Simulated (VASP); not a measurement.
Input of a VASP 6.6.1 run:

Contents of POSCAR:

```
SiO2
1.0
   -2.6325846706      4.1066469621      4.5303624775
    2.6325846706     -4.1066469621      4.5303624775
    2.6325846706      4.1066469621     -4.5303624775
Si O
4 8
Direct
    0.8860110457      0.8310008505      0.0550101952
    0.7240093447      0.1689991495      0.5550101952
    0.1139889543      0.1689991495      0.9449898048
    0.2759906553      0.8310008505      0.4449898048
    0.0723095717      0.8223095717      0.2500000000
    0.9276904283      0.1776904283      0.7500000000
    0.7349871349      0.5000000000      0.7349871349
    0.2650128651      0.0000000000      0.7650128651
    0.2650128651      0.5000000000      0.2650128651
    0.7349871349      0.0000000000      0.2349871349
    0.0000000000      0.0000000000      0.0000000000
    0.5000000000      0.0000000000      0.5000000000
```

INCAR.step1

```
  ALGO = Normal
  EDIFF = 1E-4
  ENCUT = 520
  GGA = PE
  ISMEAR = 0
  LASPH = True
  LCHARG = False
  LREAL = False
  LWAVE = True
  NBANDS = 44
  NELM = 80
  PREC = Accurate
  SIGMA = 0.02
```

The input INCAR.step2:

```
  ALGO = Normal
  EDIFF = 1E-6
  ENCUT = 520
  ISIF = 2
  ISMEAR = 0
  ISTART = 1
  LASPH = True
  LCHARG = False
  LMIXTAU = True
  LREAL = False
  LWAVE = False
  METAGGA = R2SCAN
  NBANDS = 44
  NELM = 80
  PREC = Accurate
  SIGMA = 0.02
```

The input KPOINTS:

```
k-points
0
Gamma
  6 6 6
```

Potentials or basis: VASP PAW PBE potentials, release 64 (Si, O).

Launch:

```console
$ cat potpaw_PBE.64/Si/POTCAR potpaw_PBE.64/O/POTCAR > POTCAR
$ cp INCAR.step1 INCAR
$ mpirun -np 1 vasp_std > vasp.out
$ cp INCAR.step2 INCAR
$ mpirun -np 1 vasp_std > vasp.out
```

(1) What does it give for the pressure?

(2) Predict the largest force.

(3) Estimate the band gap on the k mesh.

Results:

(1) 1.2 GPa.

(2) 0.051 eV/Å.

(3) 6.14 eV, indirect (least direct gap 6.14 eV).

Caveat: the PAW data sets were made with another functional, which shifts forces and pressure a little.
